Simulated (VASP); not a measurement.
# TiO2 (C2/m) in VASP: single point with PBE

Aim: the single point of TiO2 with PBE.

Everything below comes from runs of VASP 6.6.1. Logs are shortened: lines on timing, memory, paths and dates and some standing lists are left out, and cuts for length are marked.

**1. The cell of the first run**

Symmetry: C2/m, No. 12, monoclinic system. The conventional cell has a = 12.269 Å, b = 3.755 Å, c = 6.625 Å, α = 90.00°, β = 106.99°, γ = 90.00°. Within 2.4 Å of Ti (site symmetry m) lie 6 O at 1.77 to 2.37 Å. Ti (site symmetry m) has 6 O at 1.86 to 2.16 Å within 2.5 Å. Within 2.7 Å of O (site symmetry m) lie 3 Ti at 1.86 to 2.16 Å and 2 O at 2.54 to 2.68 Å. Within 2.6 Å of O (site symmetry m) lie 3 Ti at 1.94 to 2.03 Å and 2 O at 2.52 Å. Within 2.4 Å of O (site symmetry m) lie 2 Ti at 1.77 to 1.87 Å. Within 2.8 Å of O (site symmetry m) lie 4 Ti at 1.96 to 2.37 Å and 5 O at 2.52 to 2.73 Å.

**2. Single point, PBE**

Contents of INCAR:

```
SYSTEM = TiO2
PREC     = Accurate       ! precision mode
ENCUT    = 600            ! plane-wave cutoff, eV
EDIFF    = 1E-6           ! SCF threshold, eV
ISMEAR   = 0              ! smearing method
SIGMA    = 0.02           ! smearing width, eV
LREAL    = .FALSE.        ! projectors in reciprocal space
LASPH    = .TRUE.         ! aspherical terms in the spheres
NELM     = 120            ! most SCF steps
ALGO     = Normal         ! electronic algorithm
ISIF     = 2              ! what is computed and relaxed
LWAVE    = .FALSE.        ! write WAVECAR
LCHARG   = .TRUE.         ! write CHGCAR
GGA      = PE             ! functional
LELF     = .TRUE.         ! ELF
LVHAR    = .TRUE.       
NBANDS   = 60             ! bands
GGA_COMPAT= .FALSE.
```

Contents of KPOINTS:

```
regular mesh
0
G
  6 6 4
  0 0 0
```

Contents of POSCAR:

```
TiO2
1.0
    6.1346827775     -1.8776852794     -0.0063974592
    6.1346827775      1.8776852794     -0.0063974592
   -1.9289850273      0.0000000000      6.3378345563
Ti O
4 8
Direct
    0.8060923916      0.8060923916      0.7189147203
    0.1006051649      0.1006051649      0.7101762762
    0.1939076084      0.1939076084      0.2810852797
    0.8993948351      0.8993948351      0.2898237238
    0.0580574352      0.0580574352      0.3696829382
    0.6386847755      0.6386847755      0.7067759921
    0.1325495714      0.1325495714      0.0033792938
    0.9419425648      0.9419425648      0.6303170618
    0.7355805348      0.7355805348      0.3452520000
    0.8674504286      0.8674504286      0.9966207062
    0.2644194652      0.2644194652      0.6547480000
    0.3613152245      0.3613152245      0.2932240079
```

Potentials or basis: VASP PAW PBE potentials, release 64 (Ti_sv, O).

The run is started by

```console
cat potpaw_PBE.64/Ti_sv/POTCAR potpaw_PBE.64/O/POTCAR > POTCAR
mpirun -np 1 vasp_std > vasp.out
```

OUTCAR:

```text
SYSTEM = TiO2
   PREC = Accurate
   ENCUT = 600
   EDIFF = 1E-6
   ISMEAR = 0
   LREAL = .FALSE.
   LASPH = .TRUE.
   NELM = 120
   ISIF = 2
   GGA = PE

 ion  position               nearest neighbor table
   1  0.806  0.806  0.719-  10 1.77   8 1.92  11 1.96  11 1.96   6 2.03   9 2.37
   2  0.101  0.101  0.710-   8 1.86   7 1.87   6 1.94   6 1.94  11 2.15   5 2.16
   3  0.194  0.194  0.281-   7 1.77   5 1.92   9 1.96   9 1.96  12 2.03  11 2.37
   4  0.899  0.899  0.290-   5 1.86  10 1.87  12 1.94  12 1.94   9 2.15   8 2.16
   5  0.058  0.058  0.370-   4 1.86   3 1.92   2 2.16
   6  0.639  0.639  0.707-   2 1.94   2 1.94   1 2.03
   7  0.133  0.133  0.003-   3 1.77   2 1.87
   8  0.942  0.942  0.630-   2 1.86   1 1.92   4 2.16
   9  0.736  0.736  0.345-   3 1.96   3 1.96   4 2.15   1 2.37
  10  0.867  0.867  0.997-   1 1.77   4 1.87
  11  0.264  0.264  0.655-   1 1.96   1 1.96   2 2.15   3 2.37
  12  0.361  0.361  0.293-   4 1.94   4 1.94   3 2.03

  LATTYP: Found a base centered monoclinic cell.
 ALAT       =    12.2693722265
 B/A-ratio  =     0.3060768301
 C/A-ratio  =     0.5399532310
 COS(beta)  =    -0.2921700002

  Lattice vectors:

 A1 = (   6.1346827775,  -1.8776852794,  -0.0063974592)
 A2 = (   6.1346827775,   1.8776852794,  -0.0063974592)
 A3 = (  -1.9289850273,   0.0000000000,   6.3378345563)

Analysis of symmetry for initial positions (statically):
=====================================================================
 Subroutine PRICEL returns:
 Original cell was already a primitive cell.

 Routine SETGRP: Setting up the symmetry group for a
 base centered monoclinic supercell.

 Subroutine GETGRP returns: Found  4 space group operations
 (whereof  4 operations were pure point group operations)
 out of a pool of  4 trial point group operations.

The static configuration has the point symmetry C_2h.

Analysis of symmetry for dynamics (positions and initial velocities):
=====================================================================
 Subroutine PRICEL returns:
 Original cell was already a primitive cell.

 Routine SETGRP: Setting up the symmetry group for a
 base centered monoclinic supercell.

 Subroutine GETGRP returns: Found  4 space group operations
 (whereof  4 operations were pure point group operations)
 out of a pool of  4 trial point group operations.

The dynamic configuration has the point symmetry C_2h.

 Subroutine INISYM returns: Found  4 space group operations
 (whereof  4 operations are pure point group operations),
 and found     1 'primitive' translations

----------------------------------------------------------------------------------------

                                     Primitive cell

  volume of cell :     145.9647

  direct lattice vectors                    reciprocal lattice vectors
     6.134682778 -1.877685279 -0.006397459     0.081529684 -0.266285306  0.024814397
     6.134682778  1.877685279 -0.006397459     0.081529684  0.266285306  0.024814397
    -1.928985027  0.000000000  6.337834556     0.000164593  0.000000000  0.157832693

  length of vectors
     6.415611874  6.415611874  6.624887176     0.279590250  0.279590250  0.157832779

  position of ions in fractional coordinates (direct lattice)
     0.806092392  0.806092392  0.718914720
     0.100605165  0.100605165  0.710176276
     0.193907608  0.193907608  0.281085280
     0.899394835  0.899394835  0.289823724
     0.058057435  0.058057435  0.369682938
     0.638684776  0.638684776  0.706775992
     0.132549571  0.132549571  0.003379294
     0.941942565  0.941942565  0.630317062
     0.735580535  0.735580535  0.345252000
     0.867450429  0.867450429  0.996620706
     0.264419465  0.264419465  0.654748000
     0.361315224  0.361315224  0.293224008

  ion indices of the primitive-cell ions
   primitive index   ion index
                 1           1
                 2           2
                 3           3
                 4           4
                 5           5
                 6           6
                 7           7
                 8           8
                 9           9
                10          10
                11          11
                12          12

----------------------------------------------------------------------------------------

 KPOINTS: regular mesh

Automatic generation of k-mesh.
 Grid dimensions read from file:
 generate k-points for:    6    6    4

 Generating k-lattice:

  Cartesian coordinates                     Fractional coordinates (reciprocal lattice)
     0.013588281 -0.044380884  0.004135733     0.166666667  0.000000000 -0.000000000
     0.013588281  0.044380884  0.004135733     0.000000000  0.166666667 -0.000000000
     0.000041148  0.000000000  0.039458173    -0.000000000 -0.000000000  0.250000000

  Length of vectors
     0.046598375  0.046598375  0.039458195

  Shift w.r.t. Gamma in fractional coordinates (k-lattice)
     0.000000000  0.000000000  0.000000000

 Subroutine IBZKPT returns following result:
 ===========================================

 Found     47 irreducible k-points:

 Following reciprocal coordinates:
            Coordinates               Weight
  0.000000  0.000000  0.000000      1.000000
  0.166667  0.000000  0.000000      4.000000
  0.333333  0.000000  0.000000      4.000000
  0.500000 -0.000000  0.000000      2.000000
  0.166667  0.166667  0.000000      2.000000
  0.333333  0.166667  0.000000      4.000000
[... 16 lines left out ...]
 -0.333333  0.166667  0.250000      4.000000
 -0.166667  0.166667  0.250000      4.000000
 [... further k-points ...]
   k-points           NKPTS =     47   k-points in BZ     NKDIM =     47   number of bands    NBANDS=     60
   number of dos      NEDOS =    301   number of ions     NIONS =     12
   total plane-waves  NPLWV = 157464
   dimension x,y,z NGX =    54 NGY =   54 NGZ =   54
   dimension x,y,z NGXF=   108 NGYF=  108 NGZF=  108
   ions per type =               4   8
   NGX,Y,Z   is equivalent  to a cutoff of  13.99, 13.99, 13.55 a.u.
   NGXF,Y,Z  is equivalent  to a cutoff of  27.99, 27.99, 27.10 a.u.
 SYSTEM =  TiO2
   PREC   = accura    normal or accurate (medium, high low for compatibility)
   ISTART =      0    job   : 0-new  1-cont  2-samecut
   ICHARG =      2    charge: 1-file 2-atom 10-const
   ISPIN  =      1    spin polarized calculation?
   LNONCOLLINEAR =      F non collinear calculations
   LSORBIT =      F    spin-orbit coupling
   LASPH  =      T    aspherical Exc in radial PAW
   ENCUT  =  600.0 eV  44.10 Ry    6.64 a.u.  12.81 12.81 13.23*2*pi/ulx,y,z
   NELM   =    120;   NELMIN=  2; NELMDL= -5     # of ELM steps
   EDIFF  = 0.1E-05   stopping-criterion for ELM
   LREAL  =      F    real-space projection
   EDIFFG = 0.1E-04   stopping-criterion for IOM
   NSW    =      0    number of steps for IOM
   IBRION =     -1    ionic relax: 0-MD 1-quasi-New 2-CG
   NFREE  =      0    steps in history (QN), initial steepest desc. (CG)
   ISIF   =      2    stress and relaxation
   ISYM   =      2    0-nonsym 1-usesym 2-fastsym
   POTIM  = 0.5000    time-step for ionic-motion
   TEBEG  =    0.0;   TEEND  =   0.0 temperature during run
   PSTRESS=    0.0 pullay stress
   NELECT =      96.0000    total number of electrons
   NUPDOWN=      -1.0000    fix difference up-down
   EMIN   =  10.00;   EMAX   =-10.00  energy-range for DOS
   EFERMI =   0.00;   METHOD = LEGACY
   ISMEAR =     0;   SIGMA  =   0.02  broadening in eV -4-tet -1-fermi 0-gaus
   EFERMI_NEDOS =   21; number of points for ismear=-14 and -15
   IALGO  =     38    algorithm
   IMIX   =      4    mixing-type and parameters
     AMIX     =   0.40;   BMIX     =  1.00
     AMIX_MAG =   1.60;   BMIX_MAG =  1.00
  volume/ion in A,a.u.               =      12.16        82.08
  Fermi-wavevector in a.u.,A,eV,Ry     =   1.423692  2.690387 27.577619  2.026898
  Thomas-Fermi vector in A             =   2.544262
   LORBIT       =      0    0 simple, 1 ext, 2 COOP (PROOUT), +10 PAW based schemes
   GGA     = PE    functional components
   LHFCALC =     F    Hartree Fock is set to
   AEXX    =    0.0000 exact exchange contribution
   IVDW    =     0    specifies the selected vdW correction
   LEPSILON=     F    determine dielectric tensor
   LRPA    =     F    only Hartree local field effects (RPA)
 non-spin polarized calculation
 Gauss-broadening in eV      SIGMA  =   0.02
  energy-cutoff  :      600.00
  volume of cell :      145.96
 maximum number of plane-waves:      4898
 NGX is ok and might be reduce to    54
   NGX = 25   NGY = 25   NGZ = 27

 number of electron      96.0000001 magnetization

 Free energy of the ion-electron system (eV)
  ---------------------------------------------------
  ext. energy  EPLUGINS =         0.00000000
  ---------------------------------------------------
  free energy    TOTEN  =      -107.81713338 eV

  energy without entropy =     -107.81713338  energy(sigma->0) =     -107.81713338

 E-fermi :   2.7758     XC(G=0): -10.2998

 val. band max:        2.5393062840   @ k =  -0.3333   0.1667   0.5000
 cond. band min:       5.2863880554   @ k =   0.0000   0.0000   0.0000
 fundamental gap:      2.7470817713
 Fermi energy:         2.7758306924

 k-point     1 :       0.0000    0.0000    0.0000
  band No.  band energies     occupation
      1     -53.6212      2.00000
      2     -53.6100      2.00000
      3     -53.5017      2.00000
      4     -53.4961      2.00000
      5     -30.0238      2.00000
      6     -29.9718      2.00000
[... 52 lines left out ...]
     59       7.4463      0.00000
     60       7.6718      0.00000

 k-point     2 :       0.1667    0.0000    0.0000
  band No.  band energies     occupation
      1     -53.6202      2.00000
      2     -53.6093      2.00000
      3     -53.5010      2.00000
      4     -53.4962      2.00000
      5     -30.0197      2.00000
      6     -29.9689      2.00000
[... 1375 lines left out ...]
     59       7.4132      0.00000
     60       7.5039      0.00000

 k-point    24 :      -0.1667    0.1667    0.2500
  band No.  band energies     occupation
      1     -53.6182      2.00000
      2     -53.6078      2.00000
      3     -53.4993      2.00000
      4     -53.4964      2.00000
      5     -30.0144      2.00000
      6     -29.9677      2.00000
[... 52 lines left out ...]
     59       7.2294      0.00000
     60       7.3730      0.00000

 [... further k-points ...]
[... 5 lines left out ...]
  --------------------------------------------------------------------------------------
  -------------------------------------------------------------------------------------
  Total        0.3785931      0.3317838      0.4204708      0.0000000      0.0000000      0.0351422
  in kB        4.1556151      3.6418149      4.6152842      0.0000000      0.0000000      0.3857367
  external PRESSURE =       4.1375714 kB  Pullay stress =       0.0000000 kB

 VOLUME and BASIS-vectors are now :
 -----------------------------------------------------------------------------
  energy-cutoff  :      600.00
  volume of cell :      145.96
      direct lattice vectors                 reciprocal lattice vectors
     6.134682778 -1.877685279 -0.006397459     0.081529684 -0.266285306  0.024814397
     6.134682778  1.877685279 -0.006397459     0.081529684  0.266285306  0.024814397
    -1.928985027  0.000000000  6.337834556     0.000164593  0.000000000  0.157832693

 POSITION                                       TOTAL-FORCE (eV/Angst)
 -----------------------------------------------------------------------------------
      8.50347      0.00000      4.54605        -0.003207      0.000000     -0.080090
     -0.13556      0.00000      4.49969         0.022145      0.000000     -0.022041
      1.83691      0.00000      1.77899         0.003207      0.000000      0.080090
     10.47594      0.00000      1.82535        -0.022145      0.000000      0.022041
     -0.00078      0.00000      2.34225         0.019502      0.000000      0.013754
      6.47290      0.00000      4.47126        -0.009622      0.000000     -0.000445
      1.61978      0.00000      0.01972        -0.013826      0.000000     -0.048702
     10.34117      0.00000      3.98279        -0.019502      0.000000     -0.013754
      8.35912      0.00000      2.17874         0.000605      0.000000      0.014729
      8.72060      0.00000      6.30532         0.013826      0.000000      0.048702
      1.98126      0.00000      4.14630        -0.000605      0.000000     -0.014729
      3.86748      0.00000      1.85378         0.009622      0.000000      0.000445
 -----------------------------------------------------------------------------------
    total drift:                                0.000000      0.000000     -0.000000

  FREE ENERGIE OF THE ION-ELECTRON SYSTEM (eV)
  ---------------------------------------------------
  free  energy   TOTEN  =      -107.8171333763 eV

  energy  without entropy=     -107.8171333763  energy(sigma->0) =     -107.81713338
```

Run time: 17 min. Hardware: 1 thread of AMD EPYC 7R43 (Zen 3), shared host; peak memory 0.56 GiB.

What came out:

```
Free energy            : -107.8171 eV
Pressure               : 0.4 GPa
Largest force          : 0.080 eV/Å
Band gap on the k mesh : 2.75 eV (least direct gap 2.93 eV)
```

Forces in eV/Å, atoms in the order of the input:
```
Ti  -0.003  0.000 -0.080
Ti   0.022  0.000 -0.022
Ti   0.003  0.000  0.080
Ti  -0.022  0.000  0.022
O    0.020  0.000  0.014
O   -0.010  0.000  0.000
O   -0.014  0.000 -0.049
O   -0.020  0.000 -0.014
O    0.001  0.000  0.015
O    0.014  0.000  0.049
O   -0.001  0.000 -0.015
O    0.010  0.000  0.000
```

Levels at points of the mesh, in eV from the valence-band top:
```tsv
k point	band 45	band 46	band 47	band 48	band 49	band 50	band 51	band 52
(0.00, 0.00, 0.00)	-0.75	-0.73	-0.34	-0.19	2.75	3.11	3.32	3.34
(0.50, 0.00, 0.00)	-0.86	-0.47	-0.22	-0.13	3.13	3.19	3.61	3.67
(0.50, 0.50, 0.00)	-0.86	-0.61	-0.39	-0.12	2.90	2.94	3.45	3.51
(0.00, 0.00, 0.50)	-0.69	-0.65	-0.57	-0.41	2.87	3.13	3.31	3.41
(0.50, 0.00, 0.50)	-0.67	-0.51	-0.09	-0.01	3.18	3.22	3.47	3.68
(0.50, 0.50, 0.50)	-0.81	-0.40	-0.21	-0.20	3.01	3.11	3.28	3.43
```

A k mesh can miss the band edges.
